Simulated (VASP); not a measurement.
# SiC (P6_3mc) in VASP: settings compared, part 2 of 2

VASP 6.6.1.

## (4) Single point, PBE0

Input file POSCAR:

```
SiC
1.0
    3.0753565471      0.0000000000      0.0000000000
   -1.5376782736      2.6633368955      0.0000000000
    0.0000000000      0.0000000000      5.0481095356
Si C
2 2
Direct
    0.3333333333      0.6666666667      0.0045919551
    0.6666666667      0.3333333333      0.5045919551
    0.3333333333      0.6666666667      0.3804080449
    0.6666666667      0.3333333333      0.8804080449
```

Input file INCAR.step1:

```
PREC = Accurate
ENCUT = 520
EDIFF = 1E-5
ISMEAR = 0
SIGMA = 0.01
LREAL = F
LASPH = T
NELM = 100
ALGO = Normal
ISIF = 2
LWAVE = T
GGA = PE
NBANDS = 16
```

Input file INCAR.step2:

```
PREC = Accurate
ENCUT = 520
EDIFF = 1E-6
ISMEAR = 0
SIGMA = 0.01
LREAL = F
LASPH = T
NELM = 100
ALGO = Normal
ISIF = 2
LWAVE = F
LCHARG = T
GGA = PE
LHFCALC = T
AEXX = 0.25
PRECFOCK = Normal
LELF = T
LVHAR = T
ISTART = 1
NBANDS = 16
```

Input file KPOINTS:

```
Automatic mesh
0
Gamma
  6 6 4
```

Potentials or basis: VASP PAW PBE potentials, release 64 (Si, C).

Command:

```bash
> cat potpaw_PBE.64/Si/POTCAR potpaw_PBE.64/C/POTCAR > POTCAR
> cp INCAR.step1 INCAR
> mpirun -np 1 vasp_std > vasp.out
> cp INCAR.step2 INCAR
> mpirun -np 1 vasp_std > vasp.out
```

OUTCAR:

```text
PREC = Accurate
   ENCUT = 520
   EDIFF = 1E-6
   ISMEAR = 0
   LREAL = F
   LASPH = T
   NELM = 100
   ISIF = 2
   GGA = PE
   LHFCALC = T
   AEXX = 0.25
   PRECFOCK = Normal
   ISTART = 1

 ion  position               nearest neighbor table
   1  0.333  0.667  0.005-   4 1.88   4 1.88   4 1.88   3 1.90   2 3.09   2 3.09   2 3.09   2 3.09
                             2 3.09   2 3.09
   2  0.667  0.333  0.505-   3 1.88   3 1.88   3 1.88   4 1.90   1 3.09   1 3.09   1 3.09   1 3.09
                             1 3.09   1 3.09
   3  0.333  0.667  0.380-   2 1.88   2 1.88   2 1.88   1 1.90
   4  0.667  0.333  0.880-   1 1.88   1 1.88   1 1.88   2 1.90

  LATTYP: Found a hexagonal cell.
 ALAT       =     3.0753565471
 C/A-ratio  =     1.6414713085

  Lattice vectors:

 A1 = (   3.0753565471,   0.0000000000,   0.0000000000)
 A2 = (  -1.5376782736,   2.6633368955,   0.0000000000)
 A3 = (   0.0000000000,   0.0000000000,   5.0481095356)

Analysis of symmetry for initial positions (statically):
=====================================================================
 Subroutine PRICEL returns:
 Original cell was already a primitive cell.

 Routine SETGRP: Setting up the symmetry group for a
 hexagonal supercell.

 Subroutine GETGRP returns: Found 12 space group operations
 (whereof  6 operations were pure point group operations)
 out of a pool of 24 trial point group operations.

The static configuration has the point symmetry C_3v.
 The point group associated with its full space group is C_6v.

Analysis of symmetry for dynamics (positions and initial velocities):
=====================================================================
 Subroutine PRICEL returns:
 Original cell was already a primitive cell.

 Routine SETGRP: Setting up the symmetry group for a
 hexagonal supercell.

 Subroutine GETGRP returns: Found 12 space group operations
 (whereof  6 operations were pure point group operations)
 out of a pool of 24 trial point group operations.

The dynamic configuration has the point symmetry C_3v.
 The point group associated with its full space group is C_6v.

 Subroutine INISYM returns: Found 12 space group operations
 (whereof  6 operations are pure point group operations),
 and found     1 'primitive' translations

----------------------------------------------------------------------------------------

                                     Primitive cell

  volume of cell :      41.3476

  direct lattice vectors                    reciprocal lattice vectors
     3.075356547  0.000000000  0.000000000     0.325165549  0.187734417  0.000000000
    -1.537678274  2.663336896  0.000000000     0.000000000  0.375468834  0.000000000
     0.000000000  0.000000000  5.048109536     0.000000000  0.000000000  0.198093958

  length of vectors
     3.075356547  3.075356547  5.048109536     0.375468834  0.375468834  0.198093958

  position of ions in fractional coordinates (direct lattice)
     0.333333333  0.666666667  0.004591955
     0.666666667  0.333333333  0.504591955
     0.333333333  0.666666667  0.380408045
     0.666666667  0.333333333  0.880408045
[... 55 lines left out ...]
  0.333333  0.166667  0.500000     12.000000
  0.333333  0.333333  0.500000      2.000000
   k-points           NKPTS =     21   k-points in BZ     NKDIM =    144   number of bands    NBANDS=     16
   number of dos      NEDOS =    301   number of ions     NIONS =      4
   total plane-waves  NPLWV =  23040
   dimension x,y,z NGX =    24 NGY =   24 NGZ =   40
   dimension x,y,z NGXF=    48 NGYF=   48 NGZF=   80
   ions per type =               2   2
   NGX,Y,Z   is equivalent  to a cutoff of  12.97, 12.97, 13.17 a.u.
   NGXF,Y,Z  is equivalent  to a cutoff of  25.95, 25.95, 26.35 a.u.
 SYSTEM =  unknown system
   PREC   = accura    normal or accurate (medium, high low for compatibility)
   ISTART =      1    job   : 0-new  1-cont  2-samecut
   ICHARG =      0    charge: 1-file 2-atom 10-const
   ISPIN  =      1    spin polarized calculation?
   LNONCOLLINEAR =      F non collinear calculations
   LSORBIT =      F    spin-orbit coupling
   LASPH  =      T    aspherical Exc in radial PAW
   ENCUT  =  520.0 eV  38.22 Ry    6.18 a.u.   5.72  5.72  9.39*2*pi/ulx,y,z
   NELM   =    100;   NELMIN=  2; NELMDL=  0     # of ELM steps
   EDIFF  = 0.1E-05   stopping-criterion for ELM
   LREAL  =      F    real-space projection
   EDIFFG = 0.1E-04   stopping-criterion for IOM
   NSW    =      0    number of steps for IOM
   IBRION =     -1    ionic relax: 0-MD 1-quasi-New 2-CG
   NFREE  =      0    steps in history (QN), initial steepest desc. (CG)
   ISIF   =      2    stress and relaxation
   ISYM   =      3    0-nonsym 1-usesym 2-fastsym
   POTIM  = 0.5000    time-step for ionic-motion
   TEBEG  =    0.0;   TEEND  =   0.0 temperature during run
   PSTRESS=    0.0 pullay stress
   NELECT =      16.0000    total number of electrons
   NUPDOWN=      -1.0000    fix difference up-down
   EMIN   =  10.00;   EMAX   =-10.00  energy-range for DOS
   EFERMI =   0.00;   METHOD = LEGACY
   ISMEAR =     0;   SIGMA  =   0.01  broadening in eV -4-tet -1-fermi 0-gaus
   EFERMI_NEDOS =   21; number of points for ismear=-14 and -15
   IALGO  =     38    algorithm
   IMIX   =      1    mixing-type and parameters
     AMIX     =   0.40;   BMIX     =  1.00
     AMIX_MAG =   1.60;   BMIX_MAG =  1.00
  volume/ion in A,a.u.               =      10.34        69.76
  Fermi-wavevector in a.u.,A,eV,Ry     =   1.192975  2.254396 19.363670  1.423190
  Thomas-Fermi vector in A             =   2.329001
   LORBIT       =      0    0 simple, 1 ext, 2 COOP (PROOUT), +10 PAW based schemes
   GGA     = PE    functional components
   LHFCALC =     T    Hartree Fock is set to
   PRECFOCK=normal    Normal, Fast or Accurate (Low or Medium for compatibility)
   ENCUT4O =  -1.0   cutoff for four orbital integrals eV
   NKREDX  =     1    reduce k-point grid by
   NKREDY  =     1    reduce k-point grid by
   NKREDZ  =     1    reduce k-point grid by
   AEXX    =    0.2500 exact exchange contribution
   HFSCREEN=    0.0000 screening length (either q_TF or 0.3 A-1)
   HFSCREENC=   0.0000 screening length for correlation (either q_TF or 0.3 A-1)
   ENCUTFOCK=  -1.0 apply spherical cutoff to Coloumb kernel
   IVDW    =     0    specifies the selected vdW correction
   LEPSILON=     F    determine dielectric tensor
   LRPA    =     F    only Hartree local field effects (RPA)
 non-spin polarized calculation
 Gauss-broadening in eV      SIGMA  =   0.01
  energy-cutoff  :      520.00
  volume of cell :       41.35
 maximum number of plane-waves:      1124
 NGX is ok and might be reduce to    24
  NGX = 18; NGY = 18; NGZ = 30

 number of electron      15.9999999 magnetization

 Free energy of the ion-electron system (eV)
  ---------------------------------------------------
  ext. energy  EPLUGINS =         0.00000000
  ---------------------------------------------------
  free energy    TOTEN  =       -36.94688811 eV

  energy without entropy =      -36.94688811  energy(sigma->0) =      -36.94688811

 E-fermi :   7.3406     XC(G=0):  -8.9458

 val. band max:        7.2840174626   @ k =   0.0000   0.0000   0.0000
 cond. band min:      11.1882650100   @ k =   0.3333   0.3333   0.0000
 fundamental gap:      3.9042475474
 Fermi energy:         7.3406010472

 k-point     1 :       0.0000    0.0000    0.0000
  band No.  band energies     occupation
      1      -9.9417      2.00000
      2      -6.0883      2.00000
      3      -2.3044      2.00000
      4       5.8175      2.00000
      5       5.8175      2.00000
      6       7.1726      2.00000
[... 376 lines left out ...]
      3      -1.2520      2.00000
      4      -1.2520      2.00000
      5       1.1016      2.00000
      6       1.1016      2.00000
[... 8 lines left out ...]
     15      21.1011      0.00000
     16      21.1011      0.00000

------------------------ aborting loop because EDIFF is reached ----------------------------------------

  FORCE on cell =-STRESS in cart. coord.  units (eV):
  Direction    XX          YY          ZZ          XY          YZ          ZX
  --------------------------------------------------------------------------------------
  -------------------------------------------------------------------------------------
  Total       -0.4092730     -0.4092730     -0.5278047      0.0000000     -0.0000000      0.0000000
  in kB      -15.8589110    -15.8589110    -20.4518917      0.0000000     -0.0000000      0.0000000
  external PRESSURE =     -17.3899046 kB  Pullay stress =       0.0000000 kB

 VOLUME and BASIS-vectors are now :
 -----------------------------------------------------------------------------
  energy-cutoff  :      520.00
  volume of cell :       41.35
      direct lattice vectors                 reciprocal lattice vectors
     3.075356547  0.000000000  0.000000000     0.325165549  0.187734417  0.000000000
    -1.537678274  2.663336896  0.000000000     0.000000000  0.375468834  0.000000000
     0.000000000  0.000000000  5.048109536     0.000000000  0.000000000  0.198093958

 POSITION                                       TOTAL-FORCE (eV/Angst)
 -----------------------------------------------------------------------------------
     -0.00000      1.77556      0.02318         0.000000     -0.000000     -0.017147
      1.53768      0.88778      2.54724         0.000000      0.000000     -0.017147
     -0.00000      1.77556      1.92034        -0.000000      0.000000      0.017147
      1.53768      0.88778      4.44440         0.000000     -0.000000      0.017147
 -----------------------------------------------------------------------------------
    total drift:                                0.000000     -0.000000     -0.000108

  FREE ENERGIE OF THE ION-ELECTRON SYSTEM (eV)
  ---------------------------------------------------
  free  energy   TOTEN  =       -36.9468881088 eV

  energy  without entropy=      -36.9468881088  energy(sigma->0) =      -36.94688811
```

It took 18 min on 1 thread of AMD EPYC 7R13 (Zen 3), shared host; peak memory 0.14 GiB.

Results:

```
Free energy            : -36.9469 eV
Pressure               : -1.7 GPa
Largest force          : 0.017 eV/Å
Band gap on the k mesh : 3.90 eV (least direct gap 5.82 eV)
```

Forces in eV/Å, atoms in the order of the input:
```
Si   0.000  0.000 -0.017
Si   0.000  0.000 -0.017
C    0.000  0.000  0.017
C    0.000  0.000  0.017
```

Stress tensor (GPa, compression positive):
```
-1.59  0.00  0.00
 0.00 -1.59  0.00
 0.00  0.00 -2.05
```

Caveat: the PAW data sets were made with another functional, which shifts forces and pressure a little. A k mesh can miss the band edges.

## (5) The runs side by side

| level | potentials or basis | k mesh | grid for exact exchange (PRECFOCK) | share of exact exchange | gap on the mesh (eV) | pressure (GPa) |
| --- | --- | --- | --- | --- | --- | --- |
| LDA | VASP PAW LDA potentials, release 64 (Si, C) | 12 × 12 × 6 | - | - | 2.15 | -3.8 |
| r2SCAN | VASP PAW PBE potentials, release 64 (Si, C) | 12 × 12 × 6 | - | - | 2.66 | -0.2 |
| PBE0 | VASP PAW PBE potentials, release 64 (Si, C) | 6 × 6 × 4 | Normal | 0.25 | 3.90 | -1.7 |

Alike in all rows: task single point; no spin polarisation; cell as given; cutoff (eV) 520; smearing gaussian 0.01 eV.

Caveats: the PAW data sets were made with another functional, which shifts forces and pressure a little (at least some runs); the cell stands under tension (at least some runs).

Total energies depend on the potentials used, so only differences within one code and one set of settings carry meaning.
